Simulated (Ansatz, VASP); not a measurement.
# One calculation of Bi2Te3, two programs

```
Bi Te
1.0
     2.20111    1.27081    9.91340
    -2.20111    1.27081    9.91340
     0.00000   -2.54163    9.91340
Bi Te
2 3
Cartesian
  0.0000 0.0000 24.1491
  0.0000 0.0000 11.9556
  0.0000 0.0000 18.1713
  0.0000 0.0000 5.9480
  0.0000 0.0000 0.0000
```

Change from the starting cell: volume scaled by 0.99.

Alike in both runs: task single point; functional LDA; k mesh 8 × 8 × 8; occupations fermi-dirac, width 0.08 eV; no spin polarisation.

|  | VASP | Ansatz |
| --- | --- | --- |
| version | VASP 6.6.1 | Ansatz 0.2.0 |
| potentials or method | VASP PAW LDA potentials, release 64 (Bi_d, Te), cutoff 520 eV | all-electron LAPW, scalar-relativistic |

Ansatz gave:

- pressure (GPa): -1.4
- traceless stress, the component that is largest in VASP (GPa): -0.74
- rms of the force components (eV/Å): 0.460

Task: What did VASP give for the same quantities?

Result: Pressure (GPa): -1.3; traceless stress, the component that is largest in VASP (GPa): -0.74; rms of the force components (eV/Å): 0.469.

LDA's correlation is that of Perdew and Zunger in VASP and of Perdew and Wang (1992) in Ansatz. Atom by atom the forces differ by 0.011 eV/Å (rms over components). Ansatz ran all-electron here, and VASP with PAW potentials.

Neither program's run includes spin-orbit coupling.
